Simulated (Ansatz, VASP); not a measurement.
**AlN in VASP and in Ansatz**

INCAR

```
SYSTEM = AlN
PREC = Accurate
ENCUT = 600
EDIFF = 1E-6
ISMEAR = 0
SIGMA = 0.02
LREAL = Auto
LASPH = .True.
NELM = 80
ALGO = Normal
ISIF = 3
LWAVE = .False.
LCHARG = .False.
GGA = PE
IBRION = 2
NSW = 100
EDIFFG = -0.01
```

The input KPOINTS:

```
Automatic mesh
0
Gamma
  12 12 2
  0 0 0
```

The input POSCAR:

```
AlN
1.0
    3.1205481000      0.0000000000      0.0000000000
   -1.5602741000      2.7024739000      0.0000000000
    0.0000000000      0.0000000000     20.2232733000
Al N
8 8
Direct
    0.3333333000      0.6666667000      0.8275380000
    0.0000000000      0.0000000000      0.7019940000
    0.6666667000      0.3333333000      0.3285430000
    0.6666667000      0.3333333000      0.5774950000
    0.0000000000      0.0000000000      0.4530010000
    0.3333333000      0.6666667000      0.0774970000
    0.0000000000      0.0000000000      0.2030450000
    0.6666667000      0.3333333000      0.9530330000
    0.6666667000      0.3333333000      0.0472290000
    0.6666667000      0.3333333000      0.6716970000
    0.3333333000      0.6666667000      0.9222570000
    0.0000000000      0.0000000000      0.2977690000
    0.0000000000      0.0000000000      0.7967320000
    0.0000000000      0.0000000000      0.5471980000
    0.3333333000      0.6666667000      0.1722440000
    0.6666667000      0.3333333000      0.4227290000
```

Input for Ansatz:

```yaml
crystal:
  lattice:
    - [3.1205481, 0.0, 0.0]
    - [-1.5602741, 2.7024739, 0.0]
    - [0.0, 0.0, 20.2232733]
  atoms:
    - { symbol: Al, position: [0.3333333, 0.6666667, 0.827538] }
    - { symbol: Al, position: [0.0, 0.0, 0.701994] }
    - { symbol: Al, position: [0.6666667, 0.3333333, 0.328543] }
    - { symbol: Al, position: [0.6666667, 0.3333333, 0.577495] }
    - { symbol: Al, position: [0.0, 0.0, 0.453001] }
    - { symbol: Al, position: [0.3333333, 0.6666667, 0.077497] }
    - { symbol: Al, position: [0.0, 0.0, 0.203045] }
    - { symbol: Al, position: [0.6666667, 0.3333333, 0.953033] }
    - { symbol: "N", position: [0.6666667, 0.3333333, 0.047229] }
    - { symbol: "N", position: [0.6666667, 0.3333333, 0.671697] }
    - { symbol: "N", position: [0.3333333, 0.6666667, 0.922257] }
    - { symbol: "N", position: [0.0, 0.0, 0.297769] }
    - { symbol: "N", position: [0.0, 0.0, 0.796732] }
    - { symbol: "N", position: [0.0, 0.0, 0.547198] }
    - { symbol: "N", position: [0.3333333, 0.6666667, 0.172244] }
    - { symbol: "N", position: [0.6666667, 0.3333333, 0.422729] }
basis:
  ecutwfc: 420
kpoints:
  mp_grid: { grid: [12, 12, 2] }
hamiltonian:
  xc: pbe
scf:
  occupations: { method: gaussian, width: 0.02 }
output:
  forces: true
  stress: true
  eigenvalues: true
  write_density: true
  write_potential: true
  elf: true
  volumetric_format: npy
relax:
  adjacent_minimum: "off"
  f_tol: 0.01
  max_steps: 80
  cell: { stress_tol: 0.05 }
```

Alike in both runs: task relaxation of cell and atoms; functional PBE; k mesh 12 × 12 × 2; occupations gaussian, width 0.02 eV; no spin polarisation.

```csv
,VASP,Ansatz
version,VASP 6.6.1,Ansatz 0.2.0
potentials or method,"VASP PAW PBE potentials, release 64 (Al, N), cutoff 600 eV","scalar-relativistic, plane waves, PAW"
valence electrons in the cell,64,64
```

|  | VASP | Ansatz | Ansatz less VASP |
| --- | --- | --- | --- |
| gap on the k mesh at the Fermi level, each at its own relaxed structure (eV) | 3.79 | 3.80 | +0.003 |
| relaxed volume (Å³/atom) | 10.64 | 10.66 | +0.020 |
| relaxed length of the cell vector where the two differ most in proportion (Å) | 20.211 | 20.223 | +0.0128 |
